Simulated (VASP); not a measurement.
Here is a VASP 6.6.1 calculation.

INCAR

```
SYSTEM = Te
  PREC = Accurate
  ENCUT = 600
  EDIFF = 1E-6
  ISMEAR = -1
  SIGMA = 0.1
  LREAL = .False.
  LASPH = .True.
  NELM = 100
  ALGO = Normal
  ISIF = 3
  LWAVE = .False.
  LCHARG = .False.
  GGA = B5
  ALDAX = 1.0
  AGGAX = 1.0
  AGGAC = 1.0
  ALDAC = 0.0
  IBRION = 2
  NSW = 80
  EDIFFG = -0.01
```

Contents of KPOINTS:

```
Automatic mesh
0
Gamma
  11 11 3
  0 0 0
```

POSCAR

```
Te
1.0
    3.4420649897      0.0000000000      0.0000000000
   -1.7210324948      2.9809157225      0.0000000000
    0.0000000000      0.0000000000     11.2417842562
Te
4
Direct
    0.0000000000      0.0000000000      0.0000000000
    0.0000000000      0.0000000000      0.5000000000
    0.3333333333      0.6666666667      0.2500000000
    0.6666666667      0.3333333333      0.7500000000
```

Potentials or basis: VASP PAW PBE potentials, release 64 (Te).

Run with:

```sh
$ cat potpaw_PBE.64/Te/POTCAR > POTCAR
$ mpirun -np 1 vasp_std > vasp.out
```

Q: What does it give for the space group after relaxing (to 0.1 Å)?

A: P6_3/mmc (No. 194).

Q: Predict the relaxed cell.

A: a = 4.480 Å, b = 4.480 Å, c = 8.326 Å, α = 90.00°, β = 90.00°, γ = 120.00°.

Final structure:
```cif
data_structure
_symmetry_space_group_name_H-M 'P 1'
_symmetry_Int_Tables_number 1
_cell_length_a 4.4795
_cell_length_b 4.4795
_cell_length_c 8.3258
_cell_angle_alpha 90.000
_cell_angle_beta 90.000
_cell_angle_gamma 120.000
_cell_volume 144.68
loop_
_atom_site_label
_atom_site_type_symbol
_atom_site_fract_x
_atom_site_fract_y
_atom_site_fract_z
_atom_site_occupancy
Te1 Te 0.00000 0.00000 0.00000 1
Te2 Te 0.00000 0.00000 0.50000 1
Te3 Te 0.33333 0.66667 0.25000 1
Te4 Te 0.66667 0.33333 0.75000 1
```
